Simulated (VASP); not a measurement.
The system is CsCl.

```xyz
2
Lattice="4.3590 0.0000 0.0000 0.0000 4.3590 0.0000 0.0000 0.0000 4.3590" Properties=species:S:1:pos:R:3 pbc="T T T"
Cs    0.0000    0.0000    0.0000
Cl    2.1795    2.1795    2.1795
```

This cell differs from its parent crystal: strain +5.4%.

Base run:

| Property | Result |
| --- | --- |
| Program | VASP 6.6.1 |
| Functional | r2SCAN |
| Potentials or basis | VASP PAW PBE potentials, release 64 (Cs_sv, Cl) |
| Cutoff | 550 eV |
| k mesh | 6 × 6 × 6 |
| Occupations | gaussian, width 0.01 eV |
| Spin | no spin polarisation |

Its results: band gap on the k mesh 5.30 eV, indirect (the least direct gap lies 4.9 meV higher); pressure -1.9 GPa.

Q: The run is repeated on the same cell with these changes: functional from r2SCAN to HSE06; cutoff from 550 eV to 400 eV; k mesh from 6 × 6 × 6 to 4 × 4 × 4. What comes out?

A: Band gap on the k mesh 5.84 eV, indirect (the least direct gap lies 4.0 meV higher); pressure -1.5 GPa.

Several settings changed at once, so the effect can't be laid on one alone.

Caveats: the PAW data sets were made with another functional, which shifts forces and pressure a little; spin-orbit coupling is left out, which moves the levels of the heavy elements.

